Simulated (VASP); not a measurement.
# Zr2P3 (P-3m1) in VASP: further runs

Zr2P3 is run at these levels: PBE; tasks: relaxation of cell and atoms, single point.

Program: VASP 6.6.1. These are calculated values, not measurements. Logs are shortened: lines on timing, memory, paths and dates and some standing lists are left out, and cuts for length are marked.

### 1 The cell of the first run

Symmetry: P-3m1, No. 164, trigonal system. The conventional cell has a = 4.260 Å, b = 4.260 Å, c = 5.144 Å, α = 90.00°, β = 90.00°, γ = 120.00°. Within 3.3 Å of Zr (site symmetry 3m) lie 8 P at 2.50 to 2.75 Å and 3 Zr at 2.84 Å. P (site symmetry -3m) has 6 Zr at 2.56 Å and 6 P at 3.13 Å within 3.4 Å. P (site symmetry 3m) has 5 Zr at 2.50 to 2.75 Å and 6 P at 2.78 to 3.13 Å within 3.3 Å.

### 2 Relaxation of cell and atoms, PBE

INCAR reads:

```
SYSTEM = Zr2P3
PREC     = Accurate       ! precision mode
ENCUT    = 600            ! plane-wave cutoff, eV
EDIFF    = 1E-6           ! SCF threshold, eV
ISMEAR   = 0              ! smearing method
SIGMA    = 0.1            ! smearing width, eV
LREAL    = .FALSE.        ! projectors in reciprocal space
LASPH    = .TRUE.         ! aspherical terms in the spheres
NELM     = 60             ! most SCF steps
ALGO     = Normal         ! electronic algorithm
ISIF     = 3              ! what is computed and relaxed
LWAVE    = .FALSE.        ! write WAVECAR
LCHARG   = .FALSE.        ! write CHGCAR
GGA      = PE             ! functional
IBRION   = 2              ! ionic algorithm
NSW      = 90             ! ionic steps
EDIFFG   = -0.04          ! ionic threshold
```

KPOINTS reads:

```
regular mesh
0
G
  6 6 4
  0 0 0
```

POSCAR reads:

```
Zr2P3
1.0
    4.2600022214      0.0000000000      0.0000000000
   -2.1300011107      3.6892701439      0.0000000000
    0.0000000000      0.0000000000      5.1435598244
Zr P
2 3
Direct
    0.3333333333      0.6666666667      0.1380000000
    0.6666666667      0.3333333333      0.8620000000
    0.0000000000      0.0000000000      0.0000000000
    0.3333333333      0.6666666667      0.6250000000
    0.6666666667      0.3333333333      0.3750000000
```

Potentials or basis: VASP PAW PBE potentials, release 64 (Zr_sv, P).

Launch:

```
$ cat potpaw_PBE.64/Zr_sv/POTCAR potpaw_PBE.64/P/POTCAR > POTCAR
$ mpirun -np 1 vasp_std > vasp.out
```

OUTCAR:

```text
SYSTEM = Zr2P3
   PREC = Accurate
   ENCUT = 600
   EDIFF = 1E-6
   ISMEAR = 0
   LREAL = .FALSE.
   LASPH = .TRUE.
   NELM = 60
   ISIF = 3
   GGA = PE
   IBRION = 2
   NSW = 90
   EDIFFG = -0.04

 ion  position               nearest neighbor table
   1  0.333  0.667  0.138-   4 2.50   3 2.56   3 2.56   3 2.56   4 2.64   5 2.75   5 2.75   5 2.75
                             2 2.84   2 2.84   2 2.84
   2  0.667  0.333  0.862-   5 2.50   3 2.56   3 2.56   3 2.56   5 2.64   4 2.75   4 2.75   4 2.75
                             1 2.84   1 2.84   1 2.84
   3  0.000  0.000  0.000-   1 2.56   2 2.56   1 2.56   2 2.56   2 2.56   1 2.56
   4  0.333  0.667  0.625-   1 2.50   1 2.64   2 2.75   2 2.75   2 2.75   5 2.78   5 2.78   5 2.78

   5  0.667  0.333  0.375-   2 2.50   2 2.64   1 2.75   1 2.75   1 2.75   4 2.78   4 2.78   4 2.78

  LATTYP: Found a hexagonal cell.
 ALAT       =     4.2600022214
 C/A-ratio  =     1.2074077799

  Lattice vectors:

 A1 = (   4.2600022214,   0.0000000000,   0.0000000000)
 A2 = (  -2.1300011107,   3.6892701439,   0.0000000000)
 A3 = (   0.0000000000,   0.0000000000,   5.1435598244)

Analysis of symmetry for initial positions (statically):
=====================================================================
 Subroutine PRICEL returns:
 Original cell was already a primitive cell.

 Routine SETGRP: Setting up the symmetry group for a
 hexagonal supercell.

 Subroutine GETGRP returns: Found 12 space group operations
 (whereof 12 operations were pure point group operations)
 out of a pool of 24 trial point group operations.

The static configuration has the point symmetry D_3d.

Analysis of symmetry for dynamics (positions and initial velocities):
=====================================================================
 Subroutine PRICEL returns:
 Original cell was already a primitive cell.

 Routine SETGRP: Setting up the symmetry group for a
 hexagonal supercell.

 Subroutine GETGRP returns: Found 12 space group operations
 (whereof 12 operations were pure point group operations)
 out of a pool of 24 trial point group operations.

The dynamic configuration has the point symmetry D_3d.

 Subroutine INISYM returns: Found 12 space group operations
 (whereof 12 operations are pure point group operations),
 and found     1 'primitive' translations

----------------------------------------------------------------------------------------

                                     Primitive cell

  volume of cell :      80.8377
[... 79 lines left out ...]
   dimension x,y,z NGX =    36 NGY =   36 NGZ =   42
   dimension x,y,z NGXF=    72 NGYF=   72 NGZF=   84
   ions per type =               2   3
   NGX,Y,Z   is equivalent  to a cutoff of  14.05, 14.05, 13.57 a.u.
   NGXF,Y,Z  is equivalent  to a cutoff of  28.10, 28.10, 27.15 a.u.
 SYSTEM =  Zr2P3
   PREC   = accura    normal or accurate (medium, high low for compatibility)
   ISTART =      0    job   : 0-new  1-cont  2-samecut
   ICHARG =      2    charge: 1-file 2-atom 10-const
   ISPIN  =      1    spin polarized calculation?
   LNONCOLLINEAR =      F non collinear calculations
   LSORBIT =      F    spin-orbit coupling
   LASPH  =      T    aspherical Exc in radial PAW
   ENCUT  =  600.0 eV  44.10 Ry    6.64 a.u.   8.51  8.51 10.27*2*pi/ulx,y,z
   NELM   =     60;   NELMIN=  2; NELMDL= -5     # of ELM steps
   EDIFF  = 0.1E-05   stopping-criterion for ELM
   LREAL  =      F    real-space projection
   EDIFFG = -.4E-01   stopping-criterion for IOM
   NSW    =     90    number of steps for IOM
   IBRION =      2    ionic relax: 0-MD 1-quasi-New 2-CG
   NFREE  =      1    steps in history (QN), initial steepest desc. (CG)
   ISIF   =      3    stress and relaxation
   ISYM   =      2    0-nonsym 1-usesym 2-fastsym
   POTIM  = 0.5000    time-step for ionic-motion
   TEBEG  =    0.0;   TEEND  =   0.0 temperature during run
   PSTRESS=    0.0 pullay stress
   NELECT =      39.0000    total number of electrons
   NUPDOWN=      -1.0000    fix difference up-down
   EMIN   =  10.00;   EMAX   =-10.00  energy-range for DOS
   EFERMI =   0.00;   METHOD = LEGACY
   ISMEAR =     0;   SIGMA  =   0.10  broadening in eV -4-tet -1-fermi 0-gaus
   EFERMI_NEDOS =   21; number of points for ismear=-14 and -15
   IALGO  =     38    algorithm
   IMIX   =      4    mixing-type and parameters
     AMIX     =   0.40;   BMIX     =  1.00
     AMIX_MAG =   1.60;   BMIX_MAG =  1.00
  volume/ion in A,a.u.               =      16.17       109.10
  Fermi-wavevector in a.u.,A,eV,Ry     =   1.283980  2.426371 22.430636  1.648605
  Thomas-Fermi vector in A             =   2.416201
   LORBIT       =      0    0 simple, 1 ext, 2 COOP (PROOUT), +10 PAW based schemes
   GGA     = PE    functional components
   LHFCALC =     F    Hartree Fock is set to
   AEXX    =    0.0000 exact exchange contribution
   IVDW    =     0    specifies the selected vdW correction
   LEPSILON=     F    determine dielectric tensor
   LRPA    =     F    only Hartree local field effects (RPA)
 conjugate gradient relaxation of ions
 non-spin polarized calculation
 Gauss-broadening in eV      SIGMA  =   0.10
  energy-cutoff  :      600.00
  volume of cell :       80.84
 maximum number of plane-waves:      2727
 NGX is ok and might be reduce to    36
   NGX = 17   NGY = 17   NGZ = 21

--------------------------------------- Ionic step        1  -------------------------------------------

 number of electron      39.0000000 magnetization

 Free energy of the ion-electron system (eV)
  ---------------------------------------------------
  ext. energy  EPLUGINS =         0.00000000
  ---------------------------------------------------
  free energy    TOTEN  =       -34.14060681 eV

  energy without entropy =      -34.12325247  energy(sigma->0) =      -34.13192964

 E-fermi :  10.3666     XC(G=0): -11.5376

 val. band max:       10.3601192322   @ k =   0.3333   0.3333   0.5000
 cond. band min:      10.3764918245   @ k =   0.1667   0.1667   0.2500
 fundamental gap:      0.0163725922
 Fermi energy:        10.3665759126
[... 1363 lines left out ...]
  FREE ENERGIE OF THE ION-ELECTRON SYSTEM (eV)
  ---------------------------------------------------
  free  energy   TOTEN  =       -35.5741946387 eV

  energy  without entropy=      -35.5454766851  energy(sigma->0) =      -35.55983566

[... ionic steps 4 to 15 ...]

--------------------------------------- Ionic step       16  -------------------------------------------

 number of electron      38.9999997 magnetization

------------------------ aborting loop because EDIFF is reached ----------------------------------------
[... 73 lines left out ...]
--------------------------------------- Ionic step       18  -------------------------------------------

 number of electron      38.9999997 magnetization

 Free energy of the ion-electron system (eV)
  ---------------------------------------------------
  ext. energy  EPLUGINS =         0.00000000
  ---------------------------------------------------
  free energy    TOTEN  =       -36.72373388 eV

  energy without entropy =      -36.69131413  energy(sigma->0) =      -36.70752400

 E-fermi :   8.1410     XC(G=0): -10.7017

 val. band max:        8.1287850851   @ k =   0.1667   0.1667   0.2500
 cond. band min:       8.1415617598   @ k =   0.3333   0.1667   0.2500
 fundamental gap:      0.0127766746
 Fermi energy:         8.1409576829
[... 654 lines left out ...]
  FREE ENERGIE OF THE ION-ELECTRON SYSTEM (eV)
  ---------------------------------------------------
  free  energy   TOTEN  =       -36.7237338800 eV

  energy  without entropy=      -36.6913141294  energy(sigma->0) =      -36.70752400

 reached required accuracy - stopping structural energy minimisation
```

CONTCAR:

```text
Zr2P3
   1.00000000000000
     4.6235747460278116   -0.0000000000000000   -0.0000000000000000
    -2.3117873730139058    4.0041331863434024    0.0000000000000000
     0.0000000000000000   -0.0000000000000000    5.2246081546813823
  Zr              P
     2     3
Direct
     0.3333333332999970    0.6666666667000030    0.2278617684393816
     0.6666666667000030    0.3333333332999970    0.7721382315606186
     1.0000000000000000    0.0000000000000000    0.0000000000000000
     0.3333333332999970    0.6666666667000030    0.7264228212409115
     0.6666666667000030    0.3333333332999970    0.2735771787590884

  0.00000000E+00  0.00000000E+00  0.00000000E+00
  0.00000000E+00  0.00000000E+00  0.00000000E+00
  0.00000000E+00  0.00000000E+00  0.00000000E+00
  0.00000000E+00  0.00000000E+00  0.00000000E+00
  0.00000000E+00  0.00000000E+00  0.00000000E+00
```

Wall time 8.4 min (1 thread of Intel Xeon Platinum 8488C (Sapphire Rapids), shared host); peak memory 0.25 GiB.

What came out:

| Quantity | Value |
| --- | --- |
| Free energy | -36.7237 eV |
| Relaxed volume | 19.35 Å³/atom |
| Relaxed cell | a = 4.624 Å, b = 4.624 Å, c = 5.225 Å, α = 90.00°, β = 90.00°, γ = 120.00° |
| Space group after relaxing (to 0.05 Å) | P-3m1 (No. 164) |
| Energy gained by relaxing | 516.6 meV/atom |
| Ionic steps | 18 |
| Pressure after relaxing | 0.0 GPa |
| Largest force after relaxing | 0.031 eV/Å |

Forces on the atoms (eV/Å):
```
Zr   0.000  0.000 -0.031
Zr   0.000  0.000  0.031
P    0.000  0.000  0.000
P    0.000  0.000  0.029
P    0.000  0.000 -0.029
```

Step by step:
| step | energy change (eV) | largest force (eV/Å) | pressure (GPa) | volume (Å³) |
| --- | --- | --- | --- | --- |
| 1 | 0.0000 | 1.6083 | 28.46 | 80.84 |
| 2 | -0.3975 | 0.9424 | -14.17 | 119.19 |
| 3 | -1.4336 | 0.8496 | -1.64 | 98.83 |
| 4 | -1.4344 | 0.8444 | -1.26 | 98.44 |
| 5 | -1.6228 | 1.2029 | 0.15 | 98.10 |
| 6 | -1.6549 | 1.3788 | 1.34 | 97.84 |
| 7 | -1.7611 | 0.9013 | 0.61 | 98.87 |
| 8 | -1.8101 | 1.0878 | 0.21 | 100.26 |
| 9 | -1.9599 | 1.1464 | -1.77 | 101.38 |
| 10 | -2.1083 | 1.2067 | -5.02 | 103.86 |
| 11 | -2.2708 | 1.1813 | -3.24 | 101.29 |
| 12 | -2.4530 | 0.9504 | 1.94 | 95.70 |
| 13 | -2.5340 | 0.5147 | 0.83 | 96.17 |
| 14 | -2.5751 | 0.1319 | -0.39 | 96.87 |
| 15 | -2.5754 | 0.0973 | -0.31 | 96.81 |
| 16 | -2.5808 | 0.0843 | 0.11 | 96.50 |
| 17 | -2.5819 | 0.0731 | 0.43 | 96.27 |
| 18 | -2.5831 | 0.0306 | -0.03 | 96.73 |

Final structure:
```yaml
crystal:
  lattice:
    - [4.62357, 0.00000, 0.00000]
    - [-2.31179, 4.00413, 0.00000]
    - [0.00000, 0.00000, 5.22461]
  atoms:
    - { symbol: Zr, position: [0.33333, 0.66667, 0.22786] }
    - { symbol: Zr, position: [0.66667, 0.33333, 0.77214] }
    - { symbol: P, position: [0.00000, 0.00000, 0.00000] }
    - { symbol: P, position: [0.33333, 0.66667, 0.72642] }
    - { symbol: P, position: [0.66667, 0.33333, 0.27358] }
```

Caveat: the volume moved by over 15 % at a fixed basis, so the end points are rough.

(Continued in part 2 of 2.)
